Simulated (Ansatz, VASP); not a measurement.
Se: VASP beside Ansatz

INCAR

```
SYSTEM = Se
  PREC = Accurate
  ENCUT = 520
  EDIFF = 1E-7
  ISMEAR = -1
  SIGMA = 0.1
  LREAL = .False.
  LASPH = .True.
  NELM = 60
  ALGO = Normal
  ISIF = 2
  LWAVE = .False.
  LCHARG = .False.
  GGA = RP
  NBANDS = 13
```

The input KPOINTS:

```
regular mesh
0
Gamma
  11 11 9
  0 0 0
```

The input POSCAR:

```
Se
1.0
    3.7652835053      0.0000000000      0.0000000000
   -1.8826417527      3.2608311680      0.0000000000
    0.0000000000      0.0000000000      3.9102686177
Se
2
Direct
    0.3333333333      0.6666666667      0.2500000000
    0.6666666667      0.3333333333      0.7500000000
```

Input for Ansatz:

```yaml
crystal:
  lattice:
    - [3.7652835053, 0.0, 0.0]
    - [-1.8826417527, 3.260831168, 0.0]
    - [0.0, 0.0, 3.9102686177]
  atoms:
    - { symbol: Se, position: [0.3333333333, 0.6666666667, 0.25] }
    - { symbol: Se, position: [0.6666666667, 0.3333333333, 0.75] }
hamiltonian:
  xc: rpbe
  pseudopotentials:
    kind: paw
    azcp:
      Se: "pseudopotentials/Se.paw.azcp"
basis:
  ecutwfc: 420
  fft_grid_basis: typed
kpoints:
  mp_grid: { grid: [11, 11, 9], shift: [0, 0, 0] }
magnetization:
  spin_polarized: false
scf:
  occupations: { method: fermi_dirac, width: 0.1 }
  lower_state_search: "off"
output:
  stress: true
```

Alike in both runs: task single point; functional RPBE; k mesh 11 × 11 × 9; occupations fermi-dirac, width 0.1 eV; no spin polarisation.

|  | VASP | Ansatz |
| --- | --- | --- |
| version | VASP 6.6.1 | Ansatz 0.2.0 |
| potentials or method | VASP PAW PBE potentials, release 64 (Se), cutoff 520 eV | plane waves (420 eV) with PAW, scalar-relativistic |
| valence electrons in the cell | 12 | 32 |

```tsv
	VASP	Ansatz	Ansatz less VASP
pressure (GPa)	-2.2	-2.2	+0.02
traceless stress, the component that is largest in VASP (GPa)	-1.25	-1.25	+0.003
```

VASP's potentials were made for PBE, not for RPBE. VASP's potentials hold 12 valence electrons a cell and Ansatz's 32, so a difference there can come from the potentials and not from the codes.
